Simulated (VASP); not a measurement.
Crystal: Ti.

```
CELL_PARAMETERS angstrom
2.65848 0.00000 0.00000
0.00000 2.65848 0.00000
0.00000 0.00000 2.65848
ATOMIC_POSITIONS crystal
Ti 0.00000 0.00000 0.00000
```

This isn't the form of Ti at room conditions, which is hcp.

```yaml
Program: VASP 6.6.1
Task: relaxation of cell and atoms
Functional: PBE
Potentials_or_basis: VASP PAW PBE potentials, release 64 (Ti_sv)
Cutoff: 600 eV
k_mesh: 14 × 14 × 14
Occupations: fermi-dirac, width 0.05 eV
Spin: no spin polarisation
```

At the start: pressure -1.7 GPa; volume 18.79 Å³/atom.

Task: How do energy, volume and symmetry change on relaxing?

Result: Over 3 steps the energy falls by 2.5 meV/atom and the volume is 18.35 Å³/atom (-2.4 %); space group Pm-3m (No. 221, to 0.1 Å) before and after.

The path:
| step | energy change (eV) | largest force (eV/Å) | pressure (GPa) | volume (Å³) |
| --- | --- | --- | --- | --- |
| 1 | 0.0000 | 0.0000 | -1.75 | 18.79 |
| 2 | -0.0023 | 0.0000 | 0.47 | 18.24 |
| 3 | -0.0025 | 0.0000 | 0.01 | 18.35 |

Final structure:
```
Ti
1.0
     2.63748    0.00000    0.00000
     0.00000    2.63748    0.00000
     0.00000    0.00000    2.63748
Ti
1
Direct
  0.00000 0.00000 0.00000
```
